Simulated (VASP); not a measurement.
# Br (Cmce) in VASP: notebook

The runs below take Br through single point, with LDA.

Everything below comes from runs of VASP 6.6.1. Logs are shortened: lines on timing, memory, paths and dates and some standing lists are left out, and cuts for length are marked.

## Step 1: The cell of the first run

The structure is orthorhombic, space group Cmce (No. 64). Conventional cell: a = 6.656 Å, b = 3.903 Å, c = 8.473 Å, α = 90.00°, β = 90.00°, γ = 90.00°. Br (site symmetry m) has 3 Br at 2.40 to 2.93 Å within 3.2 Å.

## Step 2: Single point, LDA

Input file INCAR:

```
PREC = Accurate
ENCUT = 520
EDIFF = 1E-6
ISMEAR = -1
SIGMA = 0.3
LREAL = False
LASPH = True
NELM = 60
ALGO = Normal
ISIF = 2
LWAVE = False
LCHARG = False
NBANDS = 22
```

Input file KPOINTS:

```
Automatic mesh
0
Gamma
  9 9 4
```

Input file POSCAR:

```
Br
1.0
    3.3280929616     -1.9517224565      0.0000000000
    3.3280929616      1.9517224565      0.0000000000
    0.0000000000      0.0000000000      8.4732333614
Br
4
Direct
    0.8406697304      0.1593302696      0.1209213125
    0.6593302696      0.3406697304      0.6209213125
    0.1593302696      0.8406697304      0.8790786875
    0.3406697304      0.6593302696      0.3790786875
```

Potentials or basis: VASP PAW LDA potentials, release 64 (Br).

On the command line:

```sh
> cat potpaw_LDA.64/Br/POTCAR > POTCAR
> mpirun -np 1 vasp_std > vasp.out
```

OUTCAR:

```text
PREC = Accurate
   ENCUT = 520
   EDIFF = 1E-6
   ISMEAR = -1
   LREAL = False
   LASPH = True
   NELM = 60
   ISIF = 2

 ion  position               nearest neighbor table
   1  0.841  0.159  0.121-   3 2.40
   2  0.659  0.341  0.621-   4 2.40
   3  0.159  0.841  0.879-   1 2.40
   4  0.341  0.659  0.379-   2 2.40

  LATTYP: Found a base centered orthorhombic cell.
 ALAT       =     3.9034449130
 B/A-ratio  =     1.7052081102
 C/A-ratio  =     2.1707065298

  Lattice vectors:

 A1 = (  -3.3280929616,  -1.9517224565,   0.0000000000)
 A2 = (   3.3280929616,  -1.9517224565,   0.0000000000)
 A3 = (   0.0000000000,   0.0000000000,   8.4732333614)

Analysis of symmetry for initial positions (statically):
=====================================================================
 Subroutine PRICEL returns:
 Original cell was already a primitive cell.

 Routine SETGRP: Setting up the symmetry group for a
 base centered orthorhombic supercell.

 Subroutine GETGRP returns: Found  8 space group operations
 (whereof  4 operations were pure point group operations)
 out of a pool of  8 trial point group operations.

The static configuration has the point symmetry C_2h.
 The point group associated with its full space group is D_2h.

Analysis of symmetry for dynamics (positions and initial velocities):
=====================================================================
 Subroutine PRICEL returns:
 Original cell was already a primitive cell.

 Routine SETGRP: Setting up the symmetry group for a
 base centered orthorhombic supercell.

 Subroutine GETGRP returns: Found  8 space group operations
 (whereof  4 operations were pure point group operations)
 out of a pool of  8 trial point group operations.

The dynamic configuration has the point symmetry C_2h.
 The point group associated with its full space group is D_2h.

 Subroutine INISYM returns: Found  8 space group operations
 (whereof  4 operations are pure point group operations),
 and found     1 'primitive' translations

----------------------------------------------------------------------------------------

                                     Primitive cell

  volume of cell :     110.0760

  direct lattice vectors                    reciprocal lattice vectors
     3.328092962 -1.951722456  0.000000000     0.150236188 -0.256183966  0.000000000
     3.328092962  1.951722456  0.000000000     0.150236188  0.256183966  0.000000000
     0.000000000  0.000000000  8.473233361     0.000000000  0.000000000  0.118018702

  length of vectors
     3.858163204  3.858163204  8.473233361     0.296986762  0.296986762  0.118018702

  position of ions in fractional coordinates (direct lattice)
     0.840669730  0.159330270  0.120921313
     0.659330270  0.340669730  0.620921313
     0.159330270  0.840669730  0.879078687
     0.340669730  0.659330270  0.379078687

  ion indices of the primitive-cell ions
   primitive index   ion index
                 1           1
                 2           2
                 3           3
                 4           4

----------------------------------------------------------------------------------------

 KPOINTS: Automatic mesh

Automatic generation of k-mesh.
 Grid dimensions read from file:
 generate k-points for:    9    9    4

 Generating k-lattice:

  Cartesian coordinates                     Fractional coordinates (reciprocal lattice)
     0.016692910 -0.028464885  0.000000000     0.111111111  0.000000000  0.000000000
     0.016692910  0.028464885  0.000000000     0.000000000  0.111111111  0.000000000
     0.000000000  0.000000000  0.029504675     0.000000000  0.000000000  0.250000000

  Length of vectors
     0.032998529  0.032998529  0.029504675

  Shift w.r.t. Gamma in fractional coordinates (k-lattice)
     0.000000000  0.000000000  0.000000000

 Subroutine IBZKPT returns following result:
 ===========================================

 Found     75 irreducible k-points:

 Following reciprocal coordinates:
            Coordinates               Weight
  0.000000  0.000000  0.000000      1.000000
  0.111111 -0.000000  0.000000      4.000000
  0.222222 -0.000000  0.000000      4.000000
  0.333333  0.000000  0.000000      4.000000
  0.444444 -0.000000  0.000000      4.000000
  0.111111  0.111111  0.000000      2.000000
[... 16 lines left out ...]
 -0.333333  0.333333  0.000000      2.000000
  0.444444  0.444444  0.000000      2.000000
 [... further k-points ...]
   k-points           NKPTS =     75   k-points in BZ     NKDIM =     75   number of bands    NBANDS=     22
   number of dos      NEDOS =    301   number of ions     NIONS =      4
   total plane-waves  NPLWV =  57600
   dimension x,y,z NGX =    30 NGY =   30 NGZ =   64
   dimension x,y,z NGXF=    60 NGYF=   60 NGZF=  128
   ions per type =               4
   NGX,Y,Z   is equivalent  to a cutoff of  12.93, 12.93, 12.56 a.u.
   NGXF,Y,Z  is equivalent  to a cutoff of  25.85, 25.85, 25.11 a.u.
 SYSTEM =  unknown system
   PREC   = accura    normal or accurate (medium, high low for compatibility)
   ISTART =      0    job   : 0-new  1-cont  2-samecut
   ICHARG =      2    charge: 1-file 2-atom 10-const
   ISPIN  =      1    spin polarized calculation?
   LNONCOLLINEAR =      F non collinear calculations
   LSORBIT =      F    spin-orbit coupling
   LASPH  =      T    aspherical Exc in radial PAW
   ENCUT  =  520.0 eV  38.22 Ry    6.18 a.u.   7.17  7.17 15.75*2*pi/ulx,y,z
   NELM   =     60;   NELMIN=  2; NELMDL= -5     # of ELM steps
   EDIFF  = 0.1E-05   stopping-criterion for ELM
   LREAL  =      F    real-space projection
   EDIFFG = 0.1E-04   stopping-criterion for IOM
   NSW    =      0    number of steps for IOM
   IBRION =     -1    ionic relax: 0-MD 1-quasi-New 2-CG
   NFREE  =      0    steps in history (QN), initial steepest desc. (CG)
   ISIF   =      2    stress and relaxation
   ISYM   =      2    0-nonsym 1-usesym 2-fastsym
   POTIM  = 0.5000    time-step for ionic-motion
   TEBEG  =    0.0;   TEEND  =   0.0 temperature during run
   PSTRESS=    0.0 pullay stress
   NELECT =      28.0000    total number of electrons
   NUPDOWN=      -1.0000    fix difference up-down
   EMIN   =  10.00;   EMAX   =-10.00  energy-range for DOS
   EFERMI =   0.00;   METHOD = LEGACY
   ISMEAR =    -1;   SIGMA  =   0.30  broadening in eV -4-tet -1-fermi 0-gaus
   EFERMI_NEDOS =   21; number of points for ismear=-14 and -15
   IALGO  =     38    algorithm
   IMIX   =      4    mixing-type and parameters
     AMIX     =   0.40;   BMIX     =  1.00
     AMIX_MAG =   1.60;   BMIX_MAG =  1.00
  volume/ion in A,a.u.               =      27.52       185.71
  Fermi-wavevector in a.u.,A,eV,Ry     =   1.037281  1.960178 14.639227  1.075953
  Thomas-Fermi vector in A             =   2.171712
   LORBIT       =      0    0 simple, 1 ext, 2 COOP (PROOUT), +10 PAW based schemes
   GGA     = CA    functional components
   LHFCALC =     F    Hartree Fock is set to
   AEXX    =    0.0000 exact exchange contribution
   IVDW    =     0    specifies the selected vdW correction
   LEPSILON=     F    determine dielectric tensor
   LRPA    =     F    only Hartree local field effects (RPA)
 non-spin polarized calculation
  energy-cutoff  :      520.00
  volume of cell :      110.08
 maximum number of plane-waves:      2990
 NGX is ok and might be reduce to    30
   NGX = 15   NGY = 15   NGZ = 31

 number of electron      28.0000005 magnetization

 Free energy of the ion-electron system (eV)
  ---------------------------------------------------
  ext. energy  EPLUGINS =         0.00000000
  ---------------------------------------------------
  free energy    TOTEN  =        -8.58870732 eV

  energy without entropy =       -8.29223964  energy(sigma->0) =       -8.44047348

 E-fermi :   2.1177     XC(G=0):  -9.2886

 val. band max:        1.5555046408   @ k =   0.0000   0.0000   0.0000
 cond. band min:       2.5907152340   @ k =  -0.4444   0.4444   0.0000
 fundamental gap:      1.0352105932
 Fermi energy:         2.1177164816

 k-point     1 :       0.0000    0.0000    0.0000
  band No.  band energies     occupation
      1     -14.9139      2.00000
      2     -14.0021      2.00000
      3     -12.8302      2.00000
      4     -11.1407      2.00000
      5      -4.1427      2.00000
      6      -2.0934      2.00000
[... 14 lines left out ...]
     21      10.7158      0.00000
     22      11.5653      0.00000

 k-point     2 :       0.1111   -0.0000    0.0000
  band No.  band energies     occupation
      1     -14.8466      2.00000
      2     -13.9749      2.00000
      3     -12.7780      2.00000
      4     -11.1968      2.00000
      5      -4.1218      2.00000
      6      -2.2895      2.00000
[... 14 lines left out ...]
     21      10.6907      0.00000
     22      10.7949      0.00000

 k-point     3 :       0.2222   -0.0000    0.0000
  band No.  band energies     occupation
      1     -14.6580      2.00000
      2     -13.9132      2.00000
      3     -12.6320      2.00000
      4     -11.3609      2.00000
      5      -4.1199      2.00000
      6      -2.9235      2.00000
[... 14 lines left out ...]
     21      10.5098      0.00000
     22      10.7837      0.00000
[... 476 lines left out ...]
 k-point    23 :      -0.3333    0.3333    0.0000
  band No.  band energies     occupation
      1     -14.1939      2.00000
      2     -13.7999      2.00000
      3     -12.2462      2.00000
      4     -11.6490      2.00000
      5      -4.1076      2.00000
      6      -3.7719      2.00000
[... 14 lines left out ...]
     21      11.4953      0.00000
     22      12.3322      0.00000

 k-point    24 :       0.4444    0.4444    0.0000
  band No.  band energies     occupation
      1     -14.5532      2.00000
      2     -13.7354      2.00000
      3     -12.5141      2.00000
      4     -11.0588      2.00000
      5      -3.8168      2.00000
      6      -3.0667      2.00000
[... 14 lines left out ...]
     21      11.7403      0.00000
     22      11.9121      0.00000

 [... further k-points ...]

------------------------ aborting loop because EDIFF is reached ----------------------------------------

  FORCE on cell =-STRESS in cart. coord.  units (eV):
  Direction    XX          YY          ZZ          XY          YZ          ZX
  --------------------------------------------------------------------------------------
  -------------------------------------------------------------------------------------
  Total       -0.0657710      0.3504464      0.8373150      0.0000000      0.0000000      0.0000000
  in kB       -0.9573101      5.1008137     12.1872799      0.0000000      0.0000000      0.0000000
  external PRESSURE =       5.4435945 kB  Pullay stress =       0.0000000 kB

 VOLUME and BASIS-vectors are now :
 -----------------------------------------------------------------------------
  energy-cutoff  :      520.00
  volume of cell :      110.08
      direct lattice vectors                 reciprocal lattice vectors
     3.328092962 -1.951722456  0.000000000     0.150236188 -0.256183966  0.000000000
     3.328092962  1.951722456  0.000000000     0.150236188  0.256183966  0.000000000
     0.000000000  0.000000000  8.473233361     0.000000000  0.000000000  0.118018702

 POSITION                                       TOTAL-FORCE (eV/Angst)
 -----------------------------------------------------------------------------------
      3.32809     -1.32979      1.02459         0.000000      0.115258      0.130546
      3.32809     -0.62194      5.26121         0.000000     -0.115258      0.130546
      3.32809      1.32979      7.44864         0.000000     -0.115258     -0.130546
      3.32809      0.62194      3.21202         0.000000      0.115258     -0.130546
 -----------------------------------------------------------------------------------
    total drift:                                0.000000     -0.000000     -0.000000

  FREE ENERGIE OF THE ION-ELECTRON SYSTEM (eV)
  ---------------------------------------------------
  free  energy   TOTEN  =        -8.5887073243 eV

  energy  without entropy=       -8.2922396435  energy(sigma->0) =       -8.44047348
```

Run time: 3 min. Hardware: 1 thread of Oxide Virtual Turin-like, shared host; peak memory 0.24 GiB.

Results:

```yaml
Free_energy: -8.5887 eV
Pressure: 0.5 GPa
Largest_force: 0.174 eV/Å
Band_gap_on_the_k_mesh: 1.04 eV (least direct gap 1.22 eV)
```

Forces on the atoms (eV/Å):
```
Br   0.000  0.115  0.131
Br   0.000 -0.115  0.131
Br   0.000 -0.115 -0.131
Br   0.000  0.115 -0.131
```

Stress tensor (GPa, compression positive):
```
-0.10  0.00  0.00
 0.00  0.51  0.00
 0.00  0.00  1.22
```

Levels at points of the mesh, in eV from the valence-band top:
```csv
k point,band 12,band 13,band 14,band 15,band 16,band 17
"(0.00, 0.00, 0.00)",-0.85,-0.54,0.00,1.22,2.32,5.66
"(0.00, 0.00, 0.50)",-1.11,-0.22,-0.22,1.46,1.46,6.29
```

Caveat: so wide a smearing shifts energies and pressures. A k mesh can miss the band edges.

(Part 1 of 2 ends here.)
